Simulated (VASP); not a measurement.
Write the native input for VASP 6.6.1 that does the following.

```
Task                   : single point
Functional             : PBE
Potentials or basis    : VASP PAW PBE potentials, release 64 (Sb, Mn_pv)
Cutoff                 : 520 eV
k mesh                 : 6 × 6 × 4
Occupations            : fermi-dirac, width 0.05 eV
Spin                   : collinear spin, ferromagnetic start
Starting moments       : [0.0, 0.0, 6.0, 6.0] μB
Fixed moment           : 12 μB
Dipole correction      : no
Further INCAR settings : ALGO = Normal; EDIFF = 1e-07; NBANDS = 30
```

The structure of MnSb lies in POSCAR:

```
MnSb
1.0
    4.1500000000      0.0000000000      0.0000000000
   -2.0750000000      3.5940054257      0.0000000000
    0.0000000000      0.0000000000      5.7800000000
Sb Mn
2 2
Direct
    0.6666666667      0.3333333333      0.7500000000
    0.3333333333      0.6666666667      0.2500000000
    0.0000000000      0.0000000000      0.5000000000
    0.0000000000      0.0000000000      0.0000000000
```

One way to write it, as run:

INCAR

```
SYSTEM = MnSb
  PREC = Accurate
  ENCUT = 520
  EDIFF = 1E-7
  ISMEAR = -1
  SIGMA = 0.05
  LREAL = .FALSE.
  LASPH = .TRUE.
  NELM = 150
  ALGO = Normal
  ISIF = 2
  LWAVE = .FALSE.
  LCHARG = .FALSE.
  ISPIN = 2
  MAGMOM = 0 0 6 6
  LORBIT = 11
  NUPDOWN = 12.0
  LMAXMIX = 4
  GGA = PE
  NBANDS = 30
```

KPOINTS

```
regular mesh
0
G
  6 6 4
  0 0 0
```

Potentials or basis: VASP PAW PBE potentials, release 64 (Sb, Mn_pv).

The run is started by

```console
$ cat potpaw_PBE.64/Sb/POTCAR potpaw_PBE.64/Mn_pv/POTCAR > POTCAR
$ mpirun -np 1 vasp_std > vasp.out
```

Results of the run:

```yaml
Pressure: 20.4 GPa
Net_moment: 12.00 μB per cell
Site_moments: Sb +0.50; Mn +4.45 μB
Valence_electrons_inside_the_program's_atomic_spheres: Sb 2.54; Mn 11.44
```

Caveat: the cell stands under pressure; the total moment is fixed, so each spin has its own Fermi level; only a ferromagnetic start was run, and an antiferromagnetic order may lie lower in energy.

Run time: 66 s on 1 thread of Intel(R) Xeon(R) 6975P-C (Granite Rapids), with other jobs on the host, peak memory 0.29 GiB.
